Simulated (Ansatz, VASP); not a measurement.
## PtS2 in VASP and in Ansatz

File INCAR:

```
  PREC = Accurate
  ENCUT = 520
  EDIFF = 1E-6
  ISMEAR = 0
  SIGMA = 0.05
  LREAL = False
  LASPH = True
  NELM = 80
  ALGO = Normal
  ISIF = 2
  LWAVE = False
  LCHARG = False
  GGA = PS
  NBANDS = 18
```

KPOINTS

```
regular mesh
0
Gamma
  12 12 8
```

POSCAR

```
PtS2
1.0
    3.5431994758      0.0000000000      0.0000000000
   -1.7715997379      3.0685007567      0.0000000000
    0.0000000000      0.0000000000      5.0388000000
Pt S
1 2
Direct
    0.0000000000      0.0000000000      0.0000000000
    0.3094763795      0.7318450765      0.2500000000
    0.6666666667      0.3333333333      0.7500000000
```

Input for Ansatz:

```yaml
crystal:
  lattice:
    - [3.5431994758, 0.0, 0.0]
    - [-1.7715997379, 3.0685007567, 0.0]
    - [0.0, 0.0, 5.0388]
  atoms:
    - { symbol: Pt, position: [0.0, 0.0, 0.0] }
    - { symbol: S, position: [0.3094763795, 0.7318450765, 0.25] }
    - { symbol: S, position: [0.6666666667, 0.3333333333, 0.75] }
basis:
  ecutwfc: 420
kpoints:
  mp_grid: { grid: [12, 12, 8] }
hamiltonian:
  xc: pbesol
scf:
  occupations: { method: gaussian, width: 0.05 }
output:
  forces: true
  stress: true
  eigenvalues: true
```

Alike in both runs: task single point; functional PBEsol; k mesh 12 × 12 × 8; occupations gaussian, width 0.05 eV; no spin polarisation.

```csv
,VASP,Ansatz
version,VASP 6.6.1,Ansatz 0.2.0
potentials or method,"VASP PAW PBE potentials, release 64 (Pt, S), cutoff 520 eV","scalar-relativistic, plane waves, PAW"
valence electrons in the cell,22,30
```

Ansatz gave:

| Property | Result |
| --- | --- |
| gap on the k mesh at the Fermi level (eV) | 0.26 |
| least direct gap on the mesh (eV) | 0.41 |
| pressure (GPa) | 0.8 |
| traceless stress, the component that is largest in VASP (GPa) | 8.75 |
| rms of the force components (eV/Å) | 1.385 |

Problem. What did VASP give for the same quantities?

Solution. gap on the k mesh at the Fermi level (eV): 0.27; least direct gap on the mesh (eV): 0.42; pressure (GPa): 0.5; traceless stress, the component that is largest in VASP (GPa): 8.75; rms of the force components (eV/Å): 1.390.

VASP's potentials were made for PBE, not for PBEsol. Atom by atom the forces differ by 0.013 eV/Å (rms over components). VASP's potentials hold 22 valence electrons a cell and Ansatz's 30, so a difference there can come from the potentials and not from the codes.

Spin-orbit coupling is off throughout.
